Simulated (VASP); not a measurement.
# TiN (Fm-3m) in VASP: notebook

TiN is run at these levels: PBEsol; tasks: electric field gradients.

Everything below comes from runs of VASP 6.6.1. Logs are shortened: lines on timing, memory, paths and dates and some standing lists are left out, and cuts for length are marked.

### Step 1. The cell of the first run

It takes space group Fm-3m (No. 225, cubic). Conventional cell: a = 4.244 Å, b = 4.244 Å, c = 4.244 Å, α = 90.00°, β = 90.00°, γ = 90.00°. Ti (site symmetry m-3m) has 6 N at 2.12 Å within 2.8 Å. Within 2.8 Å of N (site symmetry m-3m) lie 6 Ti at 2.12 Å.

### Step 2. Electric field gradients, PBEsol

File INCAR:

```
  PREC = Accurate
  ENCUT = 520
  EDIFF = 1E-8
  ISMEAR = -1
  SIGMA = 0.05
  LREAL = F
  LASPH = T
  NELM = 60
  ALGO = Normal
  ISIF = 2
  LWAVE = F
  LCHARG = F
  GGA = PS
  LEFG = T
  NBANDS = 16
```

File KPOINTS:

```
Automatic mesh
0
Gamma
  17 17 17
```

File POSCAR:

```
TiN
1.0
    0.0000000000      2.1220000000      2.1220000000
    2.1220000000      0.0000000000      2.1220000000
    2.1220000000      2.1220000000      0.0000000000
Ti N
1 1
Direct
    0.0000000000      0.0000000000      0.0000000000
    0.5000000000      0.5000000000      0.5000000000
```

Potentials or basis: VASP PAW PBE potentials, release 64 (Ti_sv, N).

Command:

```console
$ cat potpaw_PBE.64/Ti_sv/POTCAR potpaw_PBE.64/N/POTCAR > POTCAR
$ mpirun -np 1 vasp_std > vasp.out
```

OUTCAR:

```text
PREC = Accurate
   ENCUT = 520
   EDIFF = 1E-8
   ISMEAR = -1
   LREAL = F
   LASPH = T
   NELM = 60
   ISIF = 2
   GGA = PS

 ion  position               nearest neighbor table
   1  0.000  0.000  0.000-   2 2.12   2 2.12   2 2.12   2 2.12   2 2.12   2 2.12
   2  0.500  0.500  0.500-   1 2.12   1 2.12   1 2.12   1 2.12   1 2.12   1 2.12

  LATTYP: Found a face centered cubic cell.
 ALAT       =     4.2440000000

  Lattice vectors:

 A1 = (   0.0000000000,   2.1220000000,   2.1220000000)
 A2 = (   2.1220000000,   0.0000000000,   2.1220000000)
 A3 = (   2.1220000000,   2.1220000000,   0.0000000000)

Analysis of symmetry for initial positions (statically):
=====================================================================
 Subroutine PRICEL returns:
 Original cell was already a primitive cell.

 Routine SETGRP: Setting up the symmetry group for a
 face centered cubic supercell.

 Subroutine GETGRP returns: Found 48 space group operations
 (whereof 48 operations were pure point group operations)
 out of a pool of 48 trial point group operations.

The static configuration has the point symmetry O_h .

Analysis of symmetry for dynamics (positions and initial velocities):
=====================================================================
 Subroutine PRICEL returns:
 Original cell was already a primitive cell.

 Routine SETGRP: Setting up the symmetry group for a
 face centered cubic supercell.

 Subroutine GETGRP returns: Found 48 space group operations
 (whereof 48 operations were pure point group operations)
 out of a pool of 48 trial point group operations.

The dynamic configuration has the point symmetry O_h .

 Subroutine INISYM returns: Found 48 space group operations
 (whereof 48 operations are pure point group operations),
 and found     1 'primitive' translations

----------------------------------------------------------------------------------------

                                     Primitive cell

  volume of cell :      19.1102

  direct lattice vectors                    reciprocal lattice vectors
     0.000000000  2.122000000  2.122000000    -0.235626767  0.235626767  0.235626767
     2.122000000  0.000000000  2.122000000     0.235626767 -0.235626767  0.235626767
[... 123 lines left out ...]

 Free energy of the ion-electron system (eV)
  ---------------------------------------------------
  ext. energy  EPLUGINS =         0.00000000
  ---------------------------------------------------
  free energy    TOTEN  =       -20.77250624 eV

  energy without entropy =      -20.76582217  energy(sigma->0) =      -20.76916420

 E-fermi :  11.2824     XC(G=0): -13.2135

 val. band max:       11.2529393337   @ k =   0.1176   0.0588   0.0000
 cond. band min:      11.2835551020   @ k =  -0.1176   0.0588   0.0000
 fundamental gap:      0.0306157682
 Fermi energy:        11.2823992023

 k-point     1 :       0.0000    0.0000    0.0000
  band No.  band energies     occupation
      1     -46.3244      2.00000
      2     -22.4050      2.00000
      3     -22.4050      2.00000
      4     -22.4050      2.00000
      5      -5.7418      2.00000
      6       9.2726      2.00000
[... 433 lines left out ...]
      3     -22.4329      2.00000
      4     -22.4092      2.00000
      5      -5.3286      2.00000
      6       7.4484      2.00000
[... 8 lines left out ...]
     15      24.5100      0.00000
     16      29.6397      0.00000

 [... further k-points ...]

------------------------ aborting loop because EDIFF is reached ----------------------------------------

  FORCE on cell =-STRESS in cart. coord.  units (eV):
  Direction    XX          YY          ZZ          XY          YZ          ZX
  --------------------------------------------------------------------------------------
  -------------------------------------------------------------------------------------
  Total       -0.9017891     -0.9017891     -0.9017891     -0.0000000     -0.0000000      0.0000000
  in kB      -75.6048082    -75.6048082    -75.6048082     -0.0000000     -0.0000000      0.0000000
  external PRESSURE =     -75.6048082 kB  Pullay stress =       0.0000000 kB

 VOLUME and BASIS-vectors are now :
 -----------------------------------------------------------------------------
  energy-cutoff  :      520.00
  volume of cell :       19.11
      direct lattice vectors                 reciprocal lattice vectors
     0.000000000  2.122000000  2.122000000    -0.235626767  0.235626767  0.235626767
     2.122000000  0.000000000  2.122000000     0.235626767 -0.235626767  0.235626767
     2.122000000  2.122000000  0.000000000     0.235626767  0.235626767 -0.235626767

 POSITION                                       TOTAL-FORCE (eV/Angst)
 -----------------------------------------------------------------------------------
      0.00000      0.00000      0.00000        -0.000000      0.000000     -0.000000
      2.12200      2.12200      2.12200         0.000000     -0.000000      0.000000
 -----------------------------------------------------------------------------------
    total drift:                                0.000000     -0.000000     -0.000000

  FREE ENERGIE OF THE ION-ELECTRON SYSTEM (eV)
  ---------------------------------------------------
  free  energy   TOTEN  =       -20.7725062361 eV

  energy  without entropy=      -20.7658221708  energy(sigma->0) =      -20.76916420

 Electric field gradients (V/A^2)
---------------------------------------------------------------------
 ion       V_xx      V_yy      V_zz      V_xy      V_xz      V_yz
---------------------------------------------------------------------
   1       0.000     0.000     0.000     0.001     0.001     0.001
   2       0.000     0.000     0.000    -0.001    -0.001    -0.001
---------------------------------------------------------------------

 Electric field gradients after diagonalization (V/A^2)
 (convention: |V_zz| > |V_xx| > |V_yy|)
----------------------------------------------------------------------
 ion       V_xx      V_yy      V_zz     asymmetry (V_yy - V_xx)/ V_zz
----------------------------------------------------------------------
   1      -0.001    -0.001     0.002       0.000
   2       0.001     0.001    -0.001       0.000
----------------------------------------------------------------------

           NMR quadrupolar parameters

 Cq : quadrupolar parameter    Cq=e*Q*V_zz/h
 eta: asymmetry parameters     (V_yy - V_xx)/ V_zz
 Q  : nuclear electric quadrupole moment in mb (millibarn)
----------------------------------------------------------------------
 ion       Cq(MHz)       eta       Q (mb)
----------------------------------------------------------------------
   1       0.000       0.000       1.000
   2      -0.000       0.000       1.000
----------------------------------------------------------------------
```

OSZICAR:

```text
N       E                     dE             d eps       ncg     rms          rms(c)
DAV:   1     0.131549250900E+03    0.13155E+03   -0.82503E+03  5288   0.126E+03
DAV:   2    -0.178682362359E+02   -0.14942E+03   -0.14030E+03  5760   0.345E+02
DAV:   3    -0.255546804153E+02   -0.76864E+01   -0.76057E+01  6752   0.813E+01
DAV:   4    -0.257452887506E+02   -0.19061E+00   -0.19041E+00  6424   0.120E+01
DAV:   5    -0.257492660666E+02   -0.39773E-02   -0.39773E-02  6224   0.159E+00    0.183E+01
DAV:   6    -0.211667634666E+02    0.45825E+01   -0.12435E+01  6944   0.531E+01    0.686E+00
DAV:   7    -0.208224002683E+02    0.34436E+00   -0.15326E+00  6296   0.153E+01    0.495E+00
DAV:   8    -0.210483757390E+02   -0.22598E+00   -0.11555E+00  7008   0.156E+01    0.636E+00
DAV:   9    -0.207796531529E+02    0.26872E+00   -0.39460E-01  5960   0.970E+00    0.133E+00
DAV:  10    -0.207748916685E+02    0.47615E-02   -0.41898E-02  6376   0.230E+00    0.407E-01
DAV:  11    -0.207726065887E+02    0.22851E-02   -0.53083E-03  6024   0.634E-01    0.179E-01
DAV:  12    -0.207725697981E+02    0.36791E-04   -0.38244E-04  6496   0.191E-01    0.876E-02
DAV:  13    -0.207725145832E+02    0.55215E-04   -0.22238E-04  6360   0.228E-01    0.191E-02
DAV:  14    -0.207725063747E+02    0.82085E-05   -0.14521E-05  6328   0.518E-02    0.725E-03
DAV:  15    -0.207725063015E+02    0.73249E-07   -0.19744E-06  6592   0.111E-02    0.617E-03
DAV:  16    -0.207725062313E+02    0.70126E-07   -0.21706E-07  7048   0.547E-03    0.939E-04
DAV:  17    -0.207725062361E+02   -0.47914E-08   -0.83800E-09  4232   0.102E-03
   1 F= -.20772506E+02 E0= -.20769164E+02  d E =-.668407E-02
```

Wall time 42 s (1 thread of AMD EPYC 9R45 (Zen 5), shared host); peak memory 0.14 GiB.

Results:

* Free energy: -20.7725 eV
* Pressure: -7.6 GPa

Caveat: without QUAD_EFG the Cq values of the log hold for a quadrupole moment of 1 mb, not for the nuclei; the PAW data sets were made with another functional, which shifts forces and pressure a little.

### Step 3. Electric field gradients, PBEsol (volume scaled by 0.99)

File INCAR:

```
ALGO     = Normal         # electronic algorithm
EDIFF    = 1E-8           # SCF threshold, eV
ENCUT    = 520            # plane-wave cutoff, eV
GGA      = PS             # functional
ISIF     = 2              # what is computed and relaxed
ISMEAR   = -1             # smearing method
LASPH    = T              # aspherical terms in the spheres
LCHARG   = F              # write CHGCAR
LEFG     = T            
LREAL    = F              # projectors in reciprocal space
LWAVE    = F              # write WAVECAR
NBANDS   = 16             # bands
NELM     = 60             # most SCF steps
PREC     = Accurate       # precision mode
SIGMA    = 0.05           # smearing width, eV
```

File KPOINTS:

```
k-points
0
Gamma
  17 17 17
```

File POSCAR:

```
TiN
1.0
    0.0000000000      2.1149029570      2.1149029570
    2.1149029570      0.0000000000      2.1149029570
    2.1149029570      2.1149029570      0.0000000000
Ti N
1 1
Direct
    0.0000000000      0.0000000000      0.0000000000
    0.5000000000      0.5000000000      0.5000000000
```

Potentials or basis: VASP PAW PBE potentials, release 64 (Ti_sv, N).

Command:

```console
$ cat potpaw_PBE.64/Ti_sv/POTCAR potpaw_PBE.64/N/POTCAR > POTCAR
$ mpirun -np 1 vasp_std > vasp.out
```

OUTCAR:

```text
EDIFF = 1E-8
   ENCUT = 520
   GGA = PS
   ISIF = 2
   ISMEAR = -1
   LASPH = T
   LREAL = F
   NELM = 60
   PREC = Accurate

 ion  position               nearest neighbor table
   1  0.000  0.000  0.000-   2 2.11   2 2.11   2 2.11   2 2.11   2 2.11   2 2.11
   2  0.500  0.500  0.500-   1 2.11   1 2.11   1 2.11   1 2.11   1 2.11   1 2.11

  LATTYP: Found a face centered cubic cell.
 ALAT       =     4.2298059140

  Lattice vectors:

 A1 = (   0.0000000000,   2.1149029570,   2.1149029570)
 A2 = (   2.1149029570,   0.0000000000,   2.1149029570)
[... 667 lines left out ...]
  ---------------------------------------------------
  free  energy   TOTEN  =       -20.7797228615 eV

  energy  without entropy=      -20.7731419766  energy(sigma->0) =      -20.77643242

 Electric field gradients (V/A^2)
---------------------------------------------------------------------
 ion       V_xx      V_yy      V_zz      V_xy      V_xz      V_yz
---------------------------------------------------------------------
   1      -0.000     0.000    -0.000     0.001     0.001     0.001
   2      -0.000    -0.000    -0.000    -0.001    -0.001    -0.001
---------------------------------------------------------------------

 Electric field gradients after diagonalization (V/A^2)
 (convention: |V_zz| > |V_xx| > |V_yy|)
----------------------------------------------------------------------
 ion       V_xx      V_yy      V_zz     asymmetry (V_yy - V_xx)/ V_zz
----------------------------------------------------------------------
   1      -0.001    -0.001     0.002       0.000
   2       0.001     0.001    -0.001       0.000
----------------------------------------------------------------------

           NMR quadrupolar parameters

 Cq : quadrupolar parameter    Cq=e*Q*V_zz/h
 eta: asymmetry parameters     (V_yy - V_xx)/ V_zz
 Q  : nuclear electric quadrupole moment in mb (millibarn)
----------------------------------------------------------------------
 ion       Cq(MHz)       eta       Q (mb)
----------------------------------------------------------------------
   1       0.000       0.000       1.000
   2      -0.000       0.000       1.000
----------------------------------------------------------------------
```

OSZICAR:

```text
N       E                     dE             d eps       ncg     rms          rms(c)
DAV:   1     0.131567041281E+03    0.13157E+03   -0.82373E+03  5304   0.126E+03
DAV:   2    -0.178070040474E+02   -0.14937E+03   -0.13956E+03  5760   0.348E+02
DAV:   3    -0.255478207518E+02   -0.77408E+01   -0.76644E+01  6864   0.814E+01
DAV:   4    -0.257387337891E+02   -0.19091E+00   -0.19069E+00  6360   0.120E+01
DAV:   5    -0.257432496116E+02   -0.45158E-02   -0.45158E-02  6304   0.166E+00    0.185E+01
DAV:   6    -0.211589934793E+02    0.45843E+01   -0.12335E+01  6944   0.533E+01    0.688E+00
DAV:   7    -0.208268246107E+02    0.33217E+00   -0.14956E+00  6264   0.152E+01    0.504E+00
DAV:   8    -0.210338291424E+02   -0.20700E+00   -0.10910E+00  7120   0.152E+01    0.627E+00
DAV:   9    -0.207871146337E+02    0.24671E+00   -0.35663E-01  5952   0.929E+00    0.136E+00
DAV:  10    -0.207821934132E+02    0.49212E-02   -0.40920E-02  6368   0.229E+00    0.404E-01
DAV:  11    -0.207798060680E+02    0.23873E-02   -0.53518E-03  6080   0.642E-01    0.173E-01
DAV:  12    -0.207797838859E+02    0.22182E-04   -0.39724E-04  6408   0.197E-01    0.879E-02
DAV:  13    -0.207797318043E+02    0.52082E-04   -0.22347E-04  6272   0.232E-01    0.198E-02
DAV:  14    -0.207797230308E+02    0.87735E-05   -0.15074E-05  6496   0.533E-02    0.705E-03
DAV:  15    -0.207797229112E+02    0.11966E-06   -0.19432E-06  6712   0.114E-02    0.583E-03
DAV:  16    -0.207797228620E+02    0.49188E-07   -0.17448E-07  7032   0.461E-03    0.102E-03
DAV:  17    -0.207797228615E+02    0.44429E-09   -0.74055E-09  4000   0.105E-03
   1 F= -.20779723E+02 E0= -.20776432E+02  d E =-.658088E-02
```

stdout:

```text
POSCAR found type information on POSCAR TiN
 POSCAR found :  2 types and       2 ions
 scaLAPACK will be used
 -----------------------------------------------------------------------------
|                                                                             |
|                                                                             |
|     You enforced a specific xc type in the INCAR file but a different       |
|     I HOPE YOU KNOW WHAT YOU ARE DOING!                                     |
|                                                                             |
 -----------------------------------------------------------------------------

 LDA part: xc-table for (Slater+PW92), standard interpolation
 POSCAR, INCAR and KPOINTS ok, starting setup
 FFT: planning ... GRIDC
 FFT: planning ... GRID_SOFT
 FFT: planning ... GRID
 WAVECAR not read
 entering main loop
ion   1

ion   2
```

Run time: 39 s. Hardware: 1 thread of AMD EPYC 9R45 (Zen 5), shared host; peak memory 0.14 GiB.

What came out:

```yaml
Free_energy: -20.7797 eV
Pressure: -4.8 GPa
```

Caveat: without QUAD_EFG the Cq values of the log hold for a quadrupole moment of 1 mb, not for the nuclei; the PAW data sets were made with another functional, which shifts forces and pressure a little.

[end of part 1 of 2]
